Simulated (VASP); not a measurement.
Set up this calculation in VASP 6.6.1, as the native input.

- Task: single point
- Functional: r2SCAN
- Potentials or basis: VASP PAW PBE potentials, release 64 (Cs_sv)
- Cutoff: 550 eV
- k mesh: 11 × 11 × 11
- Occupations: methfessel-paxton, width 0.1 eV
- Spin: no spin polarisation
- Dipole correction: no
- Further INCAR settings: ALGO = Normal; EDIFF = 1e-06; NBANDS = 10

Cs:

```
Cs
1.0
    -2.75008    2.75008    4.09724
     2.75008   -2.75008    4.09724
     2.75008    2.75008   -4.09724
Cs
1
Cartesian
  0.0000 0.0000 0.0000
```

The input as run:

POSCAR

```
Cs
1.0
   -2.7500755000      2.7500755000      4.0972390000
    2.7500755000     -2.7500755000      4.0972390000
    2.7500755000      2.7500755000     -4.0972390000
Cs
1
Direct
    0.0000000000      0.0000000000      0.0000000000
```

INCAR.step1

```
PREC = Accurate
ENCUT = 550
ISMEAR = 1
SIGMA = 0.1
LREAL = False
LASPH = True
NELM = 120
NBANDS = 10
GGA = PE
ALGO = Normal
EDIFF = 1E-5
LWAVE = True
LCHARG = False
GGA_COMPAT = False
```

INCAR.step2

```
PREC = Accurate
ENCUT = 550
EDIFF = 1E-6
ISMEAR = 1
SIGMA = 0.1
LREAL = False
LASPH = True
NELM = 120
ALGO = Normal
ISIF = 2
LWAVE = False
LCHARG = False
METAGGA = R2SCAN
LMIXTAU = True
NBANDS = 10
ISTART = 1
GGA_COMPAT = False
```

KPOINTS

```
regular mesh
0
Gamma
  11 11 11
```

Potentials or basis: VASP PAW PBE potentials, release 64 (Cs_sv).

Command:

```bash
$ cat potpaw_PBE.64/Cs_sv/POTCAR > POTCAR
$ cp INCAR.step1 INCAR
$ mpirun -np 1 vasp_std > vasp.out
$ cp INCAR.step2 INCAR
$ mpirun -np 1 vasp_std > vasp.out
```

It gave:

```json
{
 "Pressure": "0.0 GPa",
 "Band gap on the k mesh": "zero (an odd number of electrons rules out a gap without spin polarisation)"
}
```

Caveat: the PAW data sets were made with another functional, which shifts forces and pressure a little; spin-orbit coupling is left out, which moves the levels of the heavy elements.

It took 11 min on 1 thread of Intel(R) Xeon(R) Platinum 8488C (Sapphire Rapids), with other jobs on the host, peak memory 0.45 GiB.
